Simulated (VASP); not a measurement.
P, 2 atoms in the cell. Symmetry: Fd-3m, No. 227, cubic system. Conventional cell: a = 5.478 Å, b = 5.478 Å, c = 5.478 Å, α = 90.00°, β = 90.00°, γ = 90.00°. P (site symmetry -43m) has 4 P at 2.37 Å within 3.1 Å. 

```yaml
Program: VASP 6.6.1
Task: single point
Functional: PBE
Potentials_or_basis: VASP PAW PBE potentials, release 64 (P)
Cutoff: 520 eV
k_mesh: 11 × 11 × 11
Occupations: fermi-dirac, width 0.1 eV
Spin: no spin polarisation
Dipole_correction: no
Further_INCAR_settings: ALGO = Normal; EDIFF = 1e-06; NBANDS = 12
```

Potentials or basis: VASP PAW PBE potentials, release 64 (P).

Command:

```sh
$ cat potpaw_PBE.64/P/POTCAR > POTCAR
$ mpirun -np 1 vasp_std > vasp.out
```

Hardware: 1 thread of Intel(R) Xeon(R) Platinum 8259CL CPU @ 2.50GHz (Skylake/Cascade Lake), with other jobs on the host.

Estimate the wall time of this run.

It took 26 s on 1 thread of Intel(R) Xeon(R) Platinum 8259CL CPU @ 2.50GHz (Skylake/Cascade Lake), on a shared host, peak memory 0.17 GiB. Counts: scf iterations 11, k points 56.
